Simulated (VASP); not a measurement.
# PtSe2 (Sudovikovite) (P-3m1) in VASP: relaxation of the atoms with PBE

Aim: the relaxation of the atoms of PtSe2 (Sudovikovite) with PBE.

Program: VASP 6.6.1. These are calculated values, not measurements. Logs are shortened: lines on timing, memory, paths and dates and some standing lists are left out, and cuts for length are marked.

## 1. The cell of the first run

It takes space group P-3m1 (No. 164, trigonal). Conventional cell: a = 3.724 Å, b = 3.724 Å, c = 5.062 Å, α = 90.00°, β = 90.00°, γ = 120.00°. Within 3.3 Å of Pt (site symmetry -3m) lie 6 Se at 2.49 Å. Se (site symmetry 3m) has 3 Pt at 2.49 Å within 3.3 Å.

## 2. Relaxation of the atoms, PBE

Contents of INCAR:

```
PREC = Accurate ; ENCUT = 520
EDIFF = 1E-6 ; ISMEAR = -1
SIGMA = 0.05 ; LREAL = F
LASPH = T ; NELM = 100
ALGO = Normal ; ISIF = 2
LWAVE = F ; LCHARG = F
GGA = PE ; IBRION = 2
NSW = 80 ; EDIFFG = -0.02
```

Contents of KPOINTS:

```
regular mesh
0
Gamma
  10 10 7
```

Contents of POSCAR:

```
PtSe2
1.0
    3.7240000000      0.0000000000      0.0000000000
   -1.8620000000      3.2250786037      0.0000000000
    0.0000000000      0.0000000000      5.0620000000
Pt Se
1 2
Direct
    0.0000000000      0.0000000000      0.0000000000
    0.3333333333      0.6666666667      0.2500000000
    0.6666666667      0.3333333333      0.7500000000
```

Potentials or basis: VASP PAW PBE potentials, release 64 (Pt, Se).

The run is started by

```console
cat potpaw_PBE.64/Pt/POTCAR potpaw_PBE.64/Se/POTCAR > POTCAR
mpirun -np 1 vasp_std > vasp.out
```

OUTCAR:

```text
PREC = Accurate
   ENCUT = 520
   EDIFF = 1E-6
   ISMEAR = -1
   LREAL = F
   LASPH = T
   NELM = 100
   ISIF = 2
   GGA = PE
   IBRION = 2
   NSW = 80
   EDIFFG = -0.02

 ion  position               nearest neighbor table
   1  0.000  0.000  0.000-   2 2.49   3 2.49   3 2.49   2 2.49   3 2.49   2 2.49
   2  0.333  0.667  0.250-   1 2.49   1 2.49   1 2.49
   3  0.667  0.333  0.750-   1 2.49   1 2.49   1 2.49

  LATTYP: Found a hexagonal cell.
 ALAT       =     3.7240000000
 C/A-ratio  =     1.3592910849

  Lattice vectors:

 A1 = (   3.7240000000,   0.0000000000,   0.0000000000)
 A2 = (  -1.8620000000,   3.2250786037,   0.0000000000)
 A3 = (   0.0000000000,   0.0000000000,   5.0620000000)

Analysis of symmetry for initial positions (statically):
=====================================================================
 Subroutine PRICEL returns:
 Original cell was already a primitive cell.

 Routine SETGRP: Setting up the symmetry group for a
 hexagonal supercell.

 Subroutine GETGRP returns: Found 12 space group operations
 (whereof 12 operations were pure point group operations)
 out of a pool of 24 trial point group operations.

The static configuration has the point symmetry D_3d.

Analysis of symmetry for dynamics (positions and initial velocities):
=====================================================================
 Subroutine PRICEL returns:
 Original cell was already a primitive cell.

 Routine SETGRP: Setting up the symmetry group for a
 hexagonal supercell.

 Subroutine GETGRP returns: Found 12 space group operations
 (whereof 12 operations were pure point group operations)
 out of a pool of 24 trial point group operations.

The dynamic configuration has the point symmetry D_3d.

 Subroutine INISYM returns: Found 12 space group operations
 (whereof 12 operations are pure point group operations),
 and found     1 'primitive' translations

----------------------------------------------------------------------------------------

                                     Primitive cell

  volume of cell :      60.7956

  direct lattice vectors                    reciprocal lattice vectors
     3.724000000  0.000000000  0.000000000     0.268528464  0.155034981  0.000000000
    -1.862000000  3.225078604  0.000000000     0.000000000  0.310069962  0.000000000
     0.000000000  0.000000000  5.062000000     0.000000000  0.000000000  0.197550375

  length of vectors
     3.724000000  3.724000000  5.062000000     0.310069962  0.310069962  0.197550375

  position of ions in fractional coordinates (direct lattice)
     0.000000000  0.000000000  0.000000000
     0.333333333  0.666666667  0.250000000
     0.666666667  0.333333333  0.750000000

  ion indices of the primitive-cell ions
   primitive index   ion index
                 1           1
                 2           2
                 3           3

----------------------------------------------------------------------------------------

 KPOINTS: regular mesh

Automatic generation of k-mesh.
 Grid dimensions read from file:
 generate k-points for:   10   10    7

 Generating k-lattice:

  Cartesian coordinates                     Fractional coordinates (reciprocal lattice)
     0.026852846  0.015503498  0.000000000     0.100000000  0.000000000  0.000000000
     0.000000000  0.031006996  0.000000000     0.000000000  0.100000000  0.000000000
     0.000000000  0.000000000  0.028221482     0.000000000  0.000000000  0.142857143

  Length of vectors
     0.031006996  0.031006996  0.028221482

  Shift w.r.t. Gamma in fractional coordinates (k-lattice)
     0.000000000  0.000000000  0.000000000

 Subroutine IBZKPT returns following result:
 ===========================================

 Found     80 irreducible k-points:

 Following reciprocal coordinates:
            Coordinates               Weight
  0.000000  0.000000  0.000000      1.000000
  0.100000  0.000000  0.000000      6.000000
  0.200000  0.000000  0.000000      6.000000
  0.300000 -0.000000  0.000000      6.000000
  0.400000 -0.000000  0.000000      6.000000
  0.500000 -0.000000  0.000000      3.000000
[... 16 lines left out ...]
  0.000000  0.400000  0.142857      6.000000
  0.500000 -0.000000  0.142857      6.000000
 [... further k-points ...]
   k-points           NKPTS =     80   k-points in BZ     NKDIM =     80   number of bands    NBANDS=     15
   number of dos      NEDOS =    301   number of ions     NIONS =      3
   total plane-waves  NPLWV =  31360
   dimension x,y,z NGX =    28 NGY =   28 NGZ =   40
   dimension x,y,z NGXF=    56 NGYF=   56 NGZF=   80
   ions per type =               1   2
   NGX,Y,Z   is equivalent  to a cutoff of  12.50, 12.50, 13.14 a.u.
   NGXF,Y,Z  is equivalent  to a cutoff of  25.00, 25.00, 26.27 a.u.
 SYSTEM =  unknown system
   PREC   = accura    normal or accurate (medium, high low for compatibility)
   ISTART =      0    job   : 0-new  1-cont  2-samecut
   ICHARG =      2    charge: 1-file 2-atom 10-const
   ISPIN  =      1    spin polarized calculation?
   LNONCOLLINEAR =      F non collinear calculations
   LSORBIT =      F    spin-orbit coupling
   LASPH  =      T    aspherical Exc in radial PAW
   ENCUT  =  520.0 eV  38.22 Ry    6.18 a.u.   6.92  6.92  9.41*2*pi/ulx,y,z
   NELM   =    100;   NELMIN=  2; NELMDL= -5     # of ELM steps
   EDIFF  = 0.1E-05   stopping-criterion for ELM
   LREAL  =      F    real-space projection
   EDIFFG = -.2E-01   stopping-criterion for IOM
   NSW    =     80    number of steps for IOM
   IBRION =      2    ionic relax: 0-MD 1-quasi-New 2-CG
   NFREE  =      1    steps in history (QN), initial steepest desc. (CG)
   ISIF   =      2    stress and relaxation
   ISYM   =      2    0-nonsym 1-usesym 2-fastsym
   POTIM  = 0.5000    time-step for ionic-motion
   TEBEG  =    0.0;   TEEND  =   0.0 temperature during run
   PSTRESS=    0.0 pullay stress
   NELECT =      22.0000    total number of electrons
   NUPDOWN=      -1.0000    fix difference up-down
   EMIN   =  10.00;   EMAX   =-10.00  energy-range for DOS
   EFERMI =   0.00;   METHOD = LEGACY
   ISMEAR =    -1;   SIGMA  =   0.05  broadening in eV -4-tet -1-fermi 0-gaus
   EFERMI_NEDOS =   21; number of points for ismear=-14 and -15
   IALGO  =     38    algorithm
   IMIX   =      4    mixing-type and parameters
     AMIX     =   0.40;   BMIX     =  1.00
     AMIX_MAG =   1.60;   BMIX_MAG =  1.00
  volume/ion in A,a.u.               =      20.27       136.76
  Fermi-wavevector in a.u.,A,eV,Ry     =   1.166608  2.204570 18.517184  1.360975
  Thomas-Fermi vector in A             =   2.303119
   LORBIT       =      0    0 simple, 1 ext, 2 COOP (PROOUT), +10 PAW based schemes
   GGA     = PE    functional components
   LHFCALC =     F    Hartree Fock is set to
   AEXX    =    0.0000 exact exchange contribution
   IVDW    =     0    specifies the selected vdW correction
   LEPSILON=     F    determine dielectric tensor
   LRPA    =     F    only Hartree local field effects (RPA)
 conjugate gradient relaxation of ions
 non-spin polarized calculation
  energy-cutoff  :      520.00
  volume of cell :       60.80
 maximum number of plane-waves:      1654
   NGX = 13   NGY = 13   NGZ = 19

--------------------------------------- Ionic step        1  -------------------------------------------

 number of electron      21.9999999 magnetization

 Free energy of the ion-electron system (eV)
  ---------------------------------------------------
  ext. energy  EPLUGINS =         0.00000000
  ---------------------------------------------------
  free energy    TOTEN  =       -14.18979548 eV

  energy without entropy =      -14.18545703  energy(sigma->0) =      -14.18762625

------------------------ aborting loop because EDIFF is reached ----------------------------------------

  FORCE on cell =-STRESS in cart. coord.  units (eV):
  Direction    XX          YY          ZZ          XY          YZ          ZX
  --------------------------------------------------------------------------------------
  -------------------------------------------------------------------------------------
  Total        3.0277543      3.0277543      2.2590926      0.0000000      0.0000000      0.0000000
  in kB       79.7919522     79.7919522     59.5350190      0.0000000      0.0000000      0.0000000
  external PRESSURE =      73.0396412 kB  Pullay stress =       0.0000000 kB

 VOLUME and BASIS-vectors are now :
 -----------------------------------------------------------------------------
  energy-cutoff  :      520.00
  volume of cell :       60.80
      direct lattice vectors                 reciprocal lattice vectors
     3.724000000  0.000000000  0.000000000     0.268528464  0.155034981  0.000000000
    -1.862000000  3.225078604  0.000000000     0.000000000  0.310069962  0.000000000
     0.000000000  0.000000000  5.062000000     0.000000000  0.000000000  0.197550375
[... 38 lines left out ...]
 POSITION                                       TOTAL-FORCE (eV/Angst)
 -----------------------------------------------------------------------------------
      0.00000      0.00000      0.00000        -0.000000      0.000000      0.000000
     -0.00000      2.15005      1.29296         0.000000      0.000000      0.230645
      1.86200      1.07503      3.76904        -0.000000      0.000000     -0.230645
 -----------------------------------------------------------------------------------
    total drift:                               -0.000000      0.000000      0.000000

  FREE ENERGIE OF THE ION-ELECTRON SYSTEM (eV)
  ---------------------------------------------------
  free  energy   TOTEN  =       -14.2116288877 eV

  energy  without entropy=      -14.2067036699  energy(sigma->0) =      -14.20916628

--------------------------------------- Ionic step        3  -------------------------------------------

 number of electron      22.0000000 magnetization

 Free energy of the ion-electron system (eV)
  ---------------------------------------------------
  ext. energy  EPLUGINS =         0.00000000
  ---------------------------------------------------
  free energy    TOTEN  =       -14.21613582 eV

  energy without entropy =      -14.21072705  energy(sigma->0) =      -14.21343143

 E-fermi :   6.4465     XC(G=0): -10.6709

 val. band max:        6.4355292693   @ k =   0.0000   0.2000   0.2857
 cond. band min:       6.4705776111   @ k =   0.3000   0.3000   0.0000
 fundamental gap:      0.0350483417
 Fermi energy:         6.4464822165

 k-point     1 :       0.0000    0.0000    0.0000
  band No.  band energies     occupation
      1      -9.0826      2.00000
      2      -6.3387      2.00000
      3      -0.6761      2.00000
      4       0.2930      2.00000
      5       0.2930      2.00000
      6       2.6172      2.00000
      7       2.6172      2.00000
      8       3.8591      2.00000
      9       5.5165      2.00000
     10       5.5165      2.00000
     11       7.0056      0.00003
     12       7.7632      0.00000
     13       7.7632      0.00000
     14      10.1035      0.00000
     15      10.6140      0.00000
[... 397 lines left out ...]
 k-point    24 :       0.5000   -0.0000    0.1429
  band No.  band energies     occupation
      1      -7.3367      2.00000
      2      -7.0937      2.00000
      3      -0.7393      2.00000
      4       0.8297      2.00000
      5       1.0404      2.00000
      6       2.2511      2.00000
      7       2.8059      2.00000
      8       3.1312      2.00000
      9       3.2242      2.00000
     10       3.2994      2.00000
     11       3.7752      2.00000
     12       7.3670      0.00000
     13       8.4832      0.00000
     14      10.9362      0.00000
     15      11.9078      0.00000

 [... further k-points ...]

------------------------ aborting loop because EDIFF is reached ----------------------------------------

  FORCE on cell =-STRESS in cart. coord.  units (eV):
  Direction    XX          YY          ZZ          XY          YZ          ZX
  --------------------------------------------------------------------------------------
  -------------------------------------------------------------------------------------
  Total        1.9668619      1.9668619      0.9808634     -0.0000000     -0.0000000      0.0000000
  in kB       51.8337143     51.8337143     25.8491934     -0.0000000     -0.0000000      0.0000000
  external PRESSURE =      43.1722073 kB  Pullay stress =       0.0000000 kB

 VOLUME and BASIS-vectors are now :
 -----------------------------------------------------------------------------
  energy-cutoff  :      520.00
  volume of cell :       60.80
      direct lattice vectors                 reciprocal lattice vectors
     3.724000000  0.000000000  0.000000000     0.268528464  0.155034981  0.000000000
    -1.862000000  3.225078604  0.000000000     0.000000000  0.310069962  0.000000000
     0.000000000  0.000000000  5.062000000     0.000000000  0.000000000  0.197550375

 POSITION                                       TOTAL-FORCE (eV/Angst)
 -----------------------------------------------------------------------------------
      0.00000      0.00000      0.00000         0.000000      0.000000      0.000000
     -0.00000      2.15005      1.31321         0.000000      0.000000     -0.004990
      1.86200      1.07503      3.74879        -0.000000      0.000000      0.004990
 -----------------------------------------------------------------------------------
    total drift:                               -0.000000      0.000000     -0.000000

  FREE ENERGIE OF THE ION-ELECTRON SYSTEM (eV)
  ---------------------------------------------------
  free  energy   TOTEN  =       -14.2161358185 eV

  energy  without entropy=      -14.2107270496  energy(sigma->0) =      -14.21343143

 reached required accuracy - stopping structural energy minimisation
```

Wall time 2.8 min (1 thread of Intel Xeon Platinum 8375C at 2.90GHz (Ice Lake), shared host); peak memory 0.23 GiB.

Results:

* Free energy: -14.2161 eV
* Energy gained by relaxing: 8.8 meV/atom
* Ionic steps: 3
* Pressure after relaxing: 4.3 GPa
* Largest force after relaxing: 0.005 eV/Å
* Band gap on the k mesh: zero (band 11 reaches 7.01 eV, above the bottom of band 12 at 6.30 eV)

Forces in eV/Å, atoms in the order of the input:
```
Pt   0.000  0.000  0.000
Se   0.000  0.000 -0.005
Se   0.000  0.000  0.005
```

The path:
```
step  energy change (eV)  largest force (eV/Å)  pressure (GPa)
   1              0.0000                0.5693            7.30
   2             -0.0218                0.2306            5.55
   3             -0.0263                0.0050            4.32
```

Final structure:
```yaml
crystal:
  lattice:
    - [3.72400, 0.00000, 0.00000]
    - [-1.86200, 3.22508, 0.00000]
    - [0.00000, 0.00000, 5.06200]
  atoms:
    - { symbol: Pt, position: [0.00000, 0.00000, 0.00000] }
    - { symbol: Se, position: [0.33333, 0.66667, 0.25943] }
    - { symbol: Se, position: [0.66667, 0.33333, 0.74057] }
```

Caveat: spin-orbit coupling is left out, which moves the levels of the heavy elements.
